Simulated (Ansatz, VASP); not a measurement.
Si5Ge: VASP beside Ansatz

```
Si Ge
1.0
     3.87312    0.00000    0.00000
    -1.93656    3.35422    0.00000
     0.00000    0.00000    9.48482
Si Ge
5 1
Direct
  0.00000 0.00000 0.99675
  0.66667 0.33333 0.66653
  0.33333 0.66667 0.33668
  0.66667 0.33333 0.91530
  0.33333 0.66667 0.58463
  0.00000 0.00000 0.25011
```

Alike in both runs: task single point; functional PBE; k mesh 6 × 6 × 2; occupations methfessel-paxton of order 1, width 0.05 eV; no spin polarisation.

```csv
,VASP,Ansatz
version,VASP 6.6.1,Ansatz 0.2.0
potentials or method,"VASP PAW PBE potentials, release 64 (Si, Ge_d)",plane waves
plane-wave cutoff (eV),500,420
valence electrons in the cell,34,34
```

```tsv
	VASP	Ansatz	Ansatz less VASP
gap on the k mesh at the Fermi level (eV)	0.65	0.65	-0.003
pressure (GPa)	1.6	1.7	+0.08
traceless stress, the component that is largest in VASP (GPa)	-0.26	-0.26	-0.006
rms of the force components (eV/Å)	0.026	0.027	+0.0003
```

Atom by atom the forces differ by 0.001 eV/Å (rms over components). With one functional, cell and mesh, what is left measures potentials, basis and numerics.
